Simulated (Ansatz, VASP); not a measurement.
# PbS: VASP beside Ansatz

File INCAR:

```
SYSTEM = PbS
PREC     = Accurate       ! precision mode
ENCUT    = 520            ! plane-wave cutoff, eV
EDIFF    = 1E-6           ! SCF threshold, eV
ISMEAR   = -1             ! smearing method
SIGMA    = 0.01           ! smearing width, eV
LREAL    = .FALSE.        ! projectors in reciprocal space
LASPH    = .TRUE.         ! aspherical terms in the spheres
NELM     = 100            ! most SCF steps
ALGO     = Normal         ! electronic algorithm
ISIF     = 2              ! what is computed and relaxed
LWAVE    = .FALSE.        ! write WAVECAR
LCHARG   = .FALSE.        ! write CHGCAR
GGA      = CA             ! functional
NBANDS   = 17             ! bands
```

The input KPOINTS:

```
regular mesh
0
G
  8 8 8
  0 0 0
```

File POSCAR:

```
PbS
1.0
    0.0000000000      2.9400828556      2.9400828556
    2.9400828556      0.0000000000      2.9400828556
    2.9400828556      2.9400828556      0.0000000000
Pb S
1 1
Direct
    0.0000000000      0.0000000000      0.0000000000
    0.5000000000      0.5000000000      0.5000000000
```

Input for Ansatz:

```yaml
crystal:
  lattice:
    - [0.0, 2.9400828556, 2.9400828556]
    - [2.9400828556, 0.0, 2.9400828556]
    - [2.9400828556, 2.9400828556, 0.0]
  atoms:
    - { symbol: Pb, position: [0.0, 0.0, 0.0] }
    - { symbol: S, position: [0.5, 0.5, 0.5] }
kpoints:
  mp_grid: { grid: [8, 8, 8] }
scf:
  occupations: { method: fermi_dirac, width: 0.01 }
hamiltonian:
  xc: lda
  pseudopotentials: { kind: all_electron, lapw: { basis_error: 0.0005 } }
output:
  forces: true
  stress: true
  eigenvalues: true
```

Change from the starting cell: volume scaled by 0.975.

Alike in both runs: task single point; functional LDA; k mesh 8 × 8 × 8; occupations fermi-dirac, width 0.01 eV; no spin polarisation.

|  | VASP | Ansatz |
| --- | --- | --- |
| version | VASP 6.6.1 | Ansatz 0.2.0 |
| potentials or method | VASP PAW LDA potentials, release 64 (Pb_d, S), cutoff 520 eV | all-electron LAPW, scalar-relativistic |

```tsv
	VASP	Ansatz	Ansatz less VASP
pressure (GPa)	-1.1	-1.1	-0.04
```

LDA's correlation is that of Perdew and Zunger in VASP and of Perdew and Wang (1992) in Ansatz. Ansatz ran all-electron here, and VASP with PAW potentials.

Spin-orbit coupling is off throughout.
